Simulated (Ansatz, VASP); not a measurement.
Given: the input of a run of VASP 6.6.1 on BiS.

Contents of POSCAR:

```
BiS
1.0
    4.0029443400      0.0000000000      0.0000000000
    0.0000000000      4.0029443400      0.0000000000
    0.0000000000      0.0000000000      4.0029443400
Bi S
1 1
Direct
    0.5000000000      0.5000000000      0.5000000000
    0.0000000000      0.0000000000      0.0000000000
```

INCAR.step1

```
SYSTEM = BiS
PREC = Accurate
ENCUT = 600
EDIFF = 1E-5
ISMEAR = -1
SIGMA = 0.05
LREAL = .FALSE.
LASPH = .TRUE.
NELM = 60
ALGO = Normal
LWAVE = .TRUE.
LCHARG = .FALSE.
GGA = PE
NBANDS = 18
```

File INCAR.step2:

```
SYSTEM = BiS
PREC = Accurate
ENCUT = 600
EDIFF = 1E-6
ISMEAR = -1
SIGMA = 0.05
LREAL = .FALSE.
LASPH = .TRUE.
NELM = 60
ALGO = Normal
ISIF = 3
LWAVE = .FALSE.
LCHARG = .FALSE.
GGA = PS
LHFCALC = .TRUE.
AEXX = 0.25
HFSCREEN = 0.207
PRECFOCK = Normal
IBRION = 2
NSW = 60
EDIFFG = -0.01
ISTART = 1
```

Contents of KPOINTS:

```
regular mesh
0
G
  4 4 4
  0 0 0
```

Potentials or basis: VASP PAW PBE potentials, release 64 (Bi_d, S).

The run is started by

```sh
$ cat potpaw_PBE.64/Bi_d/POTCAR potpaw_PBE.64/S/POTCAR > POTCAR
$ cp INCAR.step1 INCAR
$ mpirun -np 1 vasp_std > vasp.out
$ cp INCAR.step2 INCAR
$ mpirun -np 1 vasp_std > vasp.out
```

**Question.** Translate it to Ansatz 0.2.0. Potentials there: Ansatz PAW.

**Answer.** As run (the cutoff follows the program's own potentials):

File input:

```
crystal:
  lattice:
    - [4.00294434, 0.0, 0.0]
    - [0.0, 4.00294434, 0.0]
    - [0.0, 0.0, 4.00294434]
  atoms:
    - { symbol: Bi, position: [0.5, 0.5, 0.5] }
    - { symbol: S, position: [0.0, 0.0, 0.0] }
hamiltonian:
  xc:
    exchange: hjs_pbesol
    correlation: pbesol
    exx: { coeff: 0.25, omega: 0.207 }
  pseudopotentials: { kind: paw }
kpoints:
  mp_grid: { grid: [4, 4, 4] }
scf:
  occupations: { method: fermi_dirac, width: 0.05 }
output:
  forces: true
  stress: true
  eigenvalues: true
relax:
  f_tol: 0.01
  max_steps: 40
  cell: { stress_tol: 0.05 }
```

Both were run:

|  | VASP | Ansatz | Ansatz less VASP |
| --- | --- | --- | --- |
| gap on the k mesh at the Fermi level, each at its own relaxed structure (eV) | none | none | - |
| relaxed volume (Å³/atom) | 21.62 | 21.57 | -0.048 |
| relaxed length of the cell vector where the two differ most in proportion (Å) | 3.510 | 3.507 | -0.0026 |

VASP's potentials were made for PBE, not for PBEsol-based screened hybrid. A gap of «none» marks a metal or a gap that the smearing closes.

The k mesh is coarse, so the values compare programs but aren't converged. Spin-orbit coupling is off throughout. Noted on VASP's run: the volume moved by over 15 % at a fixed basis, so the end points are rough. Noted on Ansatz's run: the volume moved by over 15 % at a fixed basis, so the end points are rough; the plane-wave basis is chosen anew once the cell has moved, so the energies of steps on either side of that aren't comparable.
